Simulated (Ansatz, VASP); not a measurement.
## Al2Pt: VASP beside Ansatz

File INCAR:

```
SYSTEM = Al2Pt
ALGO = Fast ; EDIFF = 1E-6
EDIFFG = -0.04 ; ENCUT = 600
GGA = PE ; IBRION = 2
ISIF = 3 ; ISMEAR = 0
LASPH = .TRUE. ; LCHARG = .FALSE.
LREAL = .FALSE. ; LWAVE = .FALSE.
NELM = 80 ; NSW = 90
PREC = Accurate ; SIGMA = 0.1
```

Contents of KPOINTS:

```
k-points
0
G
  4 4 6
  0 0 0
```

Contents of POSCAR:

```
Al2Pt
1.0
    5.8488132202      0.0000000000      0.0000000000
    0.0000000000      6.1985209772      0.0000000000
    0.0000000000      0.0000000000      2.7715872774
Al Pt
4 2
Direct
    0.6572247811      0.3339035603      0.5000000000
    0.3427752189      0.6660964397      0.5000000000
    0.1572247811      0.1660964397      0.5000000000
    0.8427752189      0.8339035603      0.5000000000
    0.0000000000      0.5000000000      0.0000000000
    0.5000000000      0.0000000000      0.0000000000
```

Input for Ansatz:

```yaml
crystal:
  lattice:
    - [5.8488132202, 0.0, 0.0]
    - [0.0, 6.1985209772, 0.0]
    - [0.0, 0.0, 2.7715872774]
  atoms:
    - { symbol: Al, position: [0.6572247811, 0.3339035603, 0.5] }
    - { symbol: Al, position: [0.3427752189, 0.6660964397, 0.5] }
    - { symbol: Al, position: [0.1572247811, 0.1660964397, 0.5] }
    - { symbol: Al, position: [0.8427752189, 0.8339035603, 0.5] }
    - { symbol: Pt, position: [0.0, 0.5, 0.0] }
    - { symbol: Pt, position: [0.5, 0.0, 0.0] }
basis:
  ecutwfc: 420
kpoints:
  mp_grid: { grid: [4, 4, 6] }
hamiltonian:
  xc: pbe
scf:
  occupations: { method: gaussian, width: 0.1 }
  lower_state_search: "off"
output:
  forces: true
  stress: true
  eigenvalues: true
relax:
  adjacent_minimum: "off"
  f_tol: 0.04
  max_steps: 70
  cell: { stress_tol: 0.4 }
```

Alike in both runs: task relaxation of cell and atoms; functional PBE; k mesh 4 × 4 × 6; occupations gaussian, width 0.1 eV; no spin polarisation.

|  | VASP | Ansatz |
| --- | --- | --- |
| version | VASP 6.6.1 | Ansatz 0.2.0 |
| potentials or method | VASP PAW PBE potentials, release 64 (Al, Pt), cutoff 600 eV | scalar-relativistic, plane waves, PAW |
| valence electrons in the cell | 32 | 48 |

```csv
,VASP,Ansatz,Ansatz less VASP
"gap on the k mesh at the Fermi level, each at its own relaxed structure (eV)",none,none,-
relaxed volume (Å³/atom),16.77,16.75,-0.016
relaxed cell length with the largest relative difference (Å),6.038,6.032,-0.0064
```

A gap of «none» marks a metal or a gap that the smearing closes. VASP's potentials hold 32 valence electrons a cell and Ansatz's 48, so a difference there can come from the potentials and not from the codes.

The k mesh is coarse, so the values compare programs but aren't converged. Neither program's run includes spin-orbit coupling.
